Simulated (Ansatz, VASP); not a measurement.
**Co in VASP and in Ansatz**

```xyz
1
Lattice="0.0000 1.7855 1.7855 1.7855 0.0000 1.7855 1.7855 1.7855 0.0000" Properties=species:S:1:pos:R:3 pbc="T T T"
Co    0.0000    0.0000    0.0000
```

Change from the starting cell: volume scaled by 1.05, crystal datasets.

Alike in both runs: task electric field gradients; functional PBE; k mesh 18 × 18 × 18; occupations fermi-dirac, width 0.05 eV; collinear spin.

|  | VASP | Ansatz |
| --- | --- | --- |
| version | VASP 6.6.1 | Ansatz 0.2.0 |
| potentials or method | VASP PAW PBE potentials, release 64 (Co), cutoff 520 eV | all-electron PAW with datasets made for the crystal, scalar-relativistic |

|  | VASP | Ansatz | Ansatz less VASP |
| --- | --- | --- | --- |
| pressure (GPa) | -8.7 | -8.1 | +0.56 |
| net moment per atom (μB) | 1.66 | 1.68 | +0.018 |
| size of the moment on the site where the two differ most (μB) | 1.69 | 1.75 | +0.066 |

Site moments also hang on the region over which each program counts them. Ansatz ran all-electron here, and VASP with PAW potentials. Ansatz's warnings: printed levels off.
